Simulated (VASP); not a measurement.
# Cs in VASP: single point with PBE

Aim: the single point of Cs with PBE.

All numbers are computed with VASP 6.6.1; they aren't measurements. Logs are shortened: lines on timing, memory, paths and dates and some standing lists are left out, and cuts for length are marked.

## (1) The cell of the first run

The cell holds a slab with vacuum, 4 atoms: a = 5.500 Å, b = 8.194 Å, c = 25.250 Å, α = 90.00°, β = 90.00°, γ = 90.00°.

## (2) Single point, PBE

The input, INCAR:

```
SYSTEM = Cs
PREC = Accurate
ENCUT = 520
EDIFF = 1E-7
ISMEAR = 0
SIGMA = 0.1
LREAL = .False.
LASPH = .True.
NELM = 100
ALGO = Normal
ISIF = 2
LWAVE = .False.
LCHARG = .False.
LDIPOL = .True.
IDIPOL = 3
DIPOL = 0.5 0.5 0.494
GGA = PE
NBANDS = 26
```

The input, KPOINTS:

```
Automatic mesh
0
Gamma
  5 3 1
  0 0 0
```

The input, POSCAR:

```
Cs
1.0
    5.5001509200      0.0000000000      0.0000000000
    0.0000000000      8.1944779600      0.0000000000
    0.0000000000      0.0000000000     25.2502261743
Cs
4
Direct
    0.5000000000      0.5000000000      0.3366306480
    0.0000000000      0.0000000000      0.4455435459
    0.5000000000      0.5000000000      0.5488020885
    0.0000000000      0.0000000000      0.6469294060
```

Potentials or basis: VASP PAW PBE potentials, release 64 (Cs_sv).

The run is started by

```sh
$ cat potpaw_PBE.64/Cs_sv/POTCAR > POTCAR
$ mpirun -np 1 vasp_std > vasp.out
```

OUTCAR:

```text
SYSTEM = Cs
   PREC = Accurate
   ENCUT = 520
   EDIFF = 1E-7
   ISMEAR = 0
   LREAL = .False.
   LASPH = .True.
   NELM = 100
   ISIF = 2
   GGA = PE

 ion  position               nearest neighbor table
   1  0.500  0.500  0.337-
   2  0.000  0.000  0.446-
   3  0.500  0.500  0.549-
   4  0.000  0.000  0.647-

  LATTYP: Found a simple orthorhombic cell.
 ALAT       =     5.5001509200
 B/A-ratio  =     1.4898642018
 C/A-ratio  =     4.5908242413

  Lattice vectors:

 A1 = (   5.5001509200,   0.0000000000,   0.0000000000)
 A2 = (   0.0000000000,   8.1944779600,   0.0000000000)
 A3 = (   0.0000000000,   0.0000000000,  25.2502261743)

Analysis of symmetry for initial positions (statically):
=====================================================================
 Subroutine PRICEL returns:
 Original cell was already a primitive cell.

 Routine SETGRP: Setting up the symmetry group for a
 simple orthorhombic supercell.

 Subroutine GETGRP returns: Found  4 space group operations
 (whereof  4 operations were pure point group operations)
 out of a pool of  8 trial point group operations.

The static configuration has the point symmetry C_2v.

Analysis of symmetry for dynamics (positions and initial velocities):
=====================================================================
 Subroutine PRICEL returns:
 Original cell was already a primitive cell.

 Routine SETGRP: Setting up the symmetry group for a
 simple orthorhombic supercell.

 Subroutine GETGRP returns: Found  4 space group operations
 (whereof  4 operations were pure point group operations)
 out of a pool of  8 trial point group operations.

The dynamic configuration has the point symmetry C_2v.

 Subroutine INISYM returns: Found  4 space group operations
 (whereof  4 operations are pure point group operations),
 and found     1 'primitive' translations

----------------------------------------------------------------------------------------

                                     Primitive cell

  volume of cell :    1138.0495

  direct lattice vectors                    reciprocal lattice vectors
     5.500150920  0.000000000  0.000000000     0.181813193  0.000000000  0.000000000
     0.000000000  8.194477960  0.000000000     0.000000000  0.122033399  0.000000000
     0.000000000  0.000000000 25.250226174     0.000000000  0.000000000  0.039603606
[... 73 lines left out ...]
   IBRION =     -1    ionic relax: 0-MD 1-quasi-New 2-CG
   NFREE  =      0    steps in history (QN), initial steepest desc. (CG)
   ISIF   =      2    stress and relaxation
   ISYM   =      2    0-nonsym 1-usesym 2-fastsym
   POTIM  = 0.5000    time-step for ionic-motion
   TEBEG  =    0.0;   TEEND  =   0.0 temperature during run
   PSTRESS=    0.0 pullay stress
   NELECT =      36.0000    total number of electrons
   NUPDOWN=      -1.0000    fix difference up-down
   EMIN   =  10.00;   EMAX   =-10.00  energy-range for DOS
   EFERMI =   0.00;   METHOD = LEGACY
   ISMEAR =     0;   SIGMA  =   0.10  broadening in eV -4-tet -1-fermi 0-gaus
   EFERMI_NEDOS =   21; number of points for ismear=-14 and -15
   IALGO  =     38    algorithm
   IMIX   =      4    mixing-type and parameters
     AMIX     =   0.40;   BMIX     =  1.00
     AMIX_MAG =   1.60;   BMIX_MAG =  1.00
  volume/ion in A,a.u.               =     284.51      1919.98
  Fermi-wavevector in a.u.,A,eV,Ry     =   0.517752  0.978410  3.647277  0.268067
  Thomas-Fermi vector in A             =   1.534316
   LORBIT       =      0    0 simple, 1 ext, 2 COOP (PROOUT), +10 PAW based schemes
   GGA     = PE    functional components
   LHFCALC =     F    Hartree Fock is set to
   AEXX    =    0.0000 exact exchange contribution
   IVDW    =     0    specifies the selected vdW correction
   LEPSILON=     F    determine dielectric tensor
   LRPA    =     F    only Hartree local field effects (RPA)
 non-spin polarized calculation
 Gauss-broadening in eV      SIGMA  =   0.10
  energy-cutoff  :      520.00
  volume of cell :     1138.05
 maximum number of plane-waves:     30675
 NGX is ok and might be reduce to    42
   NGX = 21   NGY = 31   NGZ = 93

 dipolmoment           0.000000      0.000000     -0.029879 electrons x Angstroem

 number of electron      36.0000000 magnetization

 dipolmoment           0.000000      0.000000      0.002852 electrons x Angstroem

 Free energy of the ion-electron system (eV)
  ---------------------------------------------------
  ext. energy  EPLUGINS =         0.00000000
  ---------------------------------------------------
  free energy    TOTEN  =        -3.00620838 eV

  energy without entropy =       -2.97703568  energy(sigma->0) =       -2.99162203

 E-fermi :  -0.9214     XC(G=0):  -2.7686

 val. band max:       -0.9222563936   @ k =   0.0000   0.3333   0.0000
 cond. band min:      -0.8544141505   @ k =   0.0000   0.0000   0.0000
 fundamental gap:      0.0678422431
 Fermi energy:        -0.9214286653

 k-point     1 :       0.0000    0.0000    0.0000
  band No.  band energies     occupation
      1     -25.1243      2.00000
      2     -25.0960      2.00000
      3     -24.7872      2.00000
      4     -24.7709      2.00000
      5     -11.9393      2.00000
      6     -11.9253      2.00000
[... 163 lines left out ...]
     25       0.2552      0.00000
     26       0.3167      0.00000

------------------------ aborting loop because EDIFF is reached ----------------------------------------

 vacuum level on the upper side and lower side of the slab       (xc-potential included)        -0.152        -0.170

  FORCE on cell =-STRESS in cart. coord.  units (eV):
  Direction    XX          YY          ZZ          XY          YZ          ZX
  --------------------------------------------------------------------------------------
  -------------------------------------------------------------------------------------
  Total       -0.3727029     -0.2609613     -0.1215803      0.0000000      0.0000000      0.0000000
  in kB       -0.5247014     -0.3673885     -0.1711641      0.0000000      0.0000000      0.0000000
  external PRESSURE =      -0.3544180 kB  Pullay stress =       0.0000000 kB

 VOLUME and BASIS-vectors are now :
 -----------------------------------------------------------------------------
  energy-cutoff  :      520.00
  volume of cell :     1138.05
      direct lattice vectors                 reciprocal lattice vectors
     5.500150920  0.000000000  0.000000000     0.181813193  0.000000000  0.000000000
     0.000000000  8.194477960  0.000000000     0.000000000  0.122033399  0.000000000
     0.000000000  0.000000000 25.250226174     0.000000000  0.000000000  0.039603606

 POSITION                                       TOTAL-FORCE (eV/Angst)
 -----------------------------------------------------------------------------------
      2.75008      4.09724      8.50000         0.000000      0.000000      0.044793
      0.00000      0.00000     11.25008         0.000000      0.000000     -0.048186
      2.75008      4.09724     13.85738         0.000000      0.000000     -0.001314
      0.00000      0.00000     16.33511         0.000000      0.000000      0.004706
 -----------------------------------------------------------------------------------
    total drift:                                0.000000     -0.000000      0.000365

  FREE ENERGIE OF THE ION-ELECTRON SYSTEM (eV)
  ---------------------------------------------------
  free  energy   TOTEN  =        -3.0062083836 eV

  energy  without entropy=       -2.9770356759  energy(sigma->0) =       -2.99162203

 vacuum level on the upper side and lower side of the slab         0.856         0.839
```

OSZICAR:

```text
N       E                     dE             d eps       ncg     rms          rms(c)
DAV:   1     0.306006241105E+03    0.30601E+03   -0.10152E+04   352   0.878E+02
DAV:   2     0.654326969847E+02   -0.24057E+03   -0.23666E+03   494   0.165E+02
DAV:   3     0.413156720886E+00   -0.65020E+02   -0.64634E+02   380   0.807E+01
[... 15 lines left out ...]
DAV:  19    -0.300619905845E+01   -0.11651E-04   -0.15619E-06   252   0.357E-03    0.425E-04
DAV:  20    -0.300620570308E+01   -0.66446E-05   -0.60240E-07   250   0.179E-03    0.270E-04
DAV:  21    -0.300620784143E+01   -0.21383E-05   -0.25891E-07   268   0.793E-04    0.147E-04
DAV:  22    -0.300620829931E+01   -0.45788E-06   -0.62507E-08   278   0.379E-04    0.656E-05
DAV:  23    -0.300620838362E+01   -0.84307E-07   -0.70484E-09   260   0.211E-04
   1 F= -.30062084E+01 E0= -.29916220E+01  d E =-.291727E-01
```

It took 7.5 min on 1 thread of Intel Xeon 8259CL, shared host; peak memory 0.97 GiB.

Results:

| Item | Value |
| --- | --- |
| Free energy | -3.0062 eV |
| Largest force | 0.048 eV/Å |
| Band gap on the k mesh | zero (bands 18 and 19 overlap by 0.52 eV) |

Forces in eV/Å, atoms in the order of the input:
```
Cs   0.000  0.000  0.045
Cs   0.000  0.000 -0.048
Cs   0.000  0.000 -0.001
Cs   0.000  0.000  0.005
```

Caveat: spin-orbit coupling is left out, which moves the levels of the heavy elements.
